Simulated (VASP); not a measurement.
Here is a VASP 6.6.1 calculation.

The input POSCAR:

```
GdIn
1.0
    3.7250152044      0.0000000000      0.0000000000
    0.0000000000      3.7250152044      0.0000000000
    0.0000000000      0.0000000000      3.7250152044
Gd In
1 1
Direct
    0.0000000000      0.0000000000      0.0000000000
    0.5000000000      0.5000000000      0.5000000000
```

The input INCAR.step1:

```
SYSTEM = GdIn
ALGO = Normal
EDIFF = 1E-4
ENCUT = 520
GGA = PE
ISMEAR = -1
ISPIN = 2
LASPH = .True.
LCHARG = .False.
LMAXMIX = 6
LREAL = .False.
LWAVE = .True.
MAGMOM = 4.9 0
NBANDS = 26
NELM = 150
PREC = Accurate
SIGMA = 0.1
```

Contents of INCAR.step2:

```
SYSTEM = GdIn
ALGO = Normal
EDIFF = 1E-6
ENCUT = 520
ISIF = 2
ISMEAR = -1
ISPIN = 2
ISTART = 1
LASPH = .True.
LCHARG = .True.
LELF = .True.
LMAXMIX = 6
LMIXTAU = .True.
LORBIT = 11
LREAL = .False.
LVHAR = .True.
LWAVE = .False.
MAGMOM = 4.9 0
METAGGA = R2SCAN
NBANDS = 26
NELM = 150
PREC = Accurate
SIGMA = 0.1
```

File KPOINTS:

```
k-points
0
Gamma
  8 8 8
  0 0 0
```

Potentials or basis: VASP PAW PBE potentials, release 64 (Gd, In_d).

Command:

```bash
$ cat potpaw_PBE.64/Gd/POTCAR potpaw_PBE.64/In_d/POTCAR > POTCAR
$ cp INCAR.step1 INCAR
$ mpirun -np 1 vasp_std > vasp.out
$ cp INCAR.step2 INCAR
$ mpirun -np 1 vasp_std > vasp.out
```

**Question.** Predict the pressure.

**Answer.** 3.6 GPa.

**Question.** Predict the site moments.

**Answer.** Gd +6.97; In -0.06 μB.

**Question.** What does it give for the net moment?

**Answer.** 7.49 μB per cell.

Caveat: the cell stands under pressure; the PAW data sets were made with another functional, which shifts forces and pressure a little. The state reached can hang on the start; a lower one may exist.
